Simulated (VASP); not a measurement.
Ti3C2:

```
Ti C
1.0
     3.56275    0.00000    0.00000
    -1.78137    3.08543    0.00000
     0.00000    0.00000    5.54306
Ti C
3 2
Direct
  0.00000 0.00000 0.00000
  0.33333 0.66667 0.64500
  0.66667 0.33333 0.35500
  0.33333 0.66667 0.24500
  0.66667 0.33333 0.75500
```

- Program: VASP 6.6.1
- Task: relaxation of cell and atoms
- Functional: r2SCAN
- Potentials or basis: VASP PAW PBE potentials, release 64 (Ti_sv, C)
- Cutoff: 600 eV
- k mesh: 6 × 6 × 4
- Occupations: gaussian, width 0.1 eV
- Spin: no spin polarisation

At the start: pressure -6.0 GPa; volume 12.19 Å³/atom.

Question: Where does the relaxation end?

Answer: Over 19 steps the energy falls by 393.7 meV/atom and the volume is 12.08 Å³/atom (-0.8 %); space group P-3m1 (No. 164, to 0.05 Å).

The path:
```csv
step,energy change (eV),largest force (eV/Å),pressure (GPa),volume (Å³)
1,0.0000,1.7719,-6.02,60.93
2,-0.2791,1.2700,7.79,56.92
3,-0.2924,1.0996,4.76,57.61
4,-0.5925,1.1770,-0.11,58.73
5,-1.3880,0.4380,-7.84,61.46
6,-0.0757,4.4400,-6.92,64.39
7,-1.6288,0.7124,-9.21,62.31
8,-1.6693,1.5246,-9.97,62.98
9,-1.6780,1.1940,-9.74,62.73
10,-1.7622,1.4139,-7.93,62.36
11,-1.7746,1.5379,-6.97,62.17
12,-1.8442,1.3012,-4.60,61.45
13,-1.9309,0.5502,3.55,59.35
14,-1.9512,0.3417,2.45,59.66
15,-1.9677,0.1142,0.43,60.27
16,-1.9677,0.1133,0.38,60.29
17,-1.9684,0.0646,0.01,60.36
18,-1.9685,0.0186,-0.45,60.44
19,-1.9686,0.0194,-0.35,60.42
```

Final structure:
```cif
data_structure
_symmetry_space_group_name_H-M 'P 1'
_symmetry_Int_Tables_number 1
_cell_length_a 3.0983
_cell_length_b 3.0983
_cell_length_c 7.2678
_cell_angle_alpha 90.000
_cell_angle_beta 90.000
_cell_angle_gamma 120.000
_cell_volume 60.42
loop_
_atom_site_label
_atom_site_type_symbol
_atom_site_fract_x
_atom_site_fract_y
_atom_site_fract_z
_atom_site_occupancy
Ti1 Ti 0.00000 0.00000 0.00000 1
Ti2 Ti 0.33333 0.66667 0.67779 1
Ti3 Ti 0.66667 0.33333 0.32221 1
C1 C 0.33333 0.66667 0.17701 1
C2 C 0.66667 0.33333 0.82299 1
```

Caveat: the PAW data sets were made with another functional, which shifts forces and pressure a little.
